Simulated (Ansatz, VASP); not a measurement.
LuH2: VASP beside Ansatz

```
Lu H
1.0
     0.00000    2.53317    2.53317
     2.53317    0.00000    2.53317
     2.53317    2.53317    0.00000
Lu H
1 2
Direct
  0.00000 0.00000 0.00000
  0.25000 0.25000 0.25000
  0.75000 0.75000 0.75000
```

Change from the starting cell: volume scaled by 1.02, crystal datasets.

Alike in both runs: task electric field gradients; functional LDA; k mesh 8 × 8 × 8; occupations fermi-dirac, width 0.02 eV; no spin polarisation.

|  | VASP | Ansatz |
| --- | --- | --- |
| version | VASP 6.6.1 | Ansatz 0.2.0 |
| potentials or method | VASP PAW PBE potentials, release 64 (Lu, H), cutoff 520 eV | all-electron PAW with datasets made for the crystal, scalar-relativistic |

VASP gave:

```
pressure (GPa) : -7.7
```

Which values does Ansatz return?

Pressure (GPa): -8.2.

VASP's potentials were made for PBE, not for LDA. LDA's correlation is that of Perdew and Zunger in VASP and of Perdew and Wang (1992) in Ansatz. Ansatz ran all-electron here, and VASP with PAW potentials.

Spin-orbit coupling is off throughout.
